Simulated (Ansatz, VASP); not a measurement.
In3B2As: VASP beside Ansatz

```xyz
6
Lattice="4.1538 0.0000 0.0000 -2.0769 3.5973 0.0000 0.0000 0.0000 9.2564" Properties=species:S:1:pos:R:3 pbc="T T T"
In    0.0000    0.0000    0.0000
In    0.0000    2.3982    4.6282
In    0.0000    2.3982    0.0000
B     2.0769    1.1991    6.9633
B     2.0769    1.1991    2.2931
As    0.0000    0.0000    4.6282
```

Change from the starting cell: species swapped into the Sr2AlGa3 type (P-6m2, No. 187).

Alike in both runs: task single point; functional PBE; k mesh 6 × 6 × 2; occupations gaussian, width 0.1 eV; no spin polarisation.

|  | VASP | Ansatz |
| --- | --- | --- |
| version | VASP 6.6.1 | Ansatz 0.2.0 |
| potentials or method | VASP PAW PBE potentials, release 64 (In_d, B, As), cutoff 520 eV | scalar-relativistic, plane waves, PAW |
| valence electrons in the cell | 50 | 60 |

|  | VASP | Ansatz | Ansatz less VASP |
| --- | --- | --- | --- |
| gap on the k mesh at the Fermi level (eV) | none | none | - |
| pressure (GPa) | 13.3 | 13.2 | -0.05 |
| traceless stress, the component that is largest in VASP (GPa) | -21.38 | -21.32 | +0.062 |
| rms of the force components (eV/Å) | 0.228 | 0.228 | +0.0003 |

Atom by atom the forces differ by 0.000 eV/Å (rms over components). A gap of «none» marks a metal or a gap that the smearing closes. With one functional, cell and mesh, what is left measures potentials, basis and numerics. VASP's potentials hold 50 valence electrons a cell and Ansatz's 60, so a difference there can come from the potentials and not from the codes.
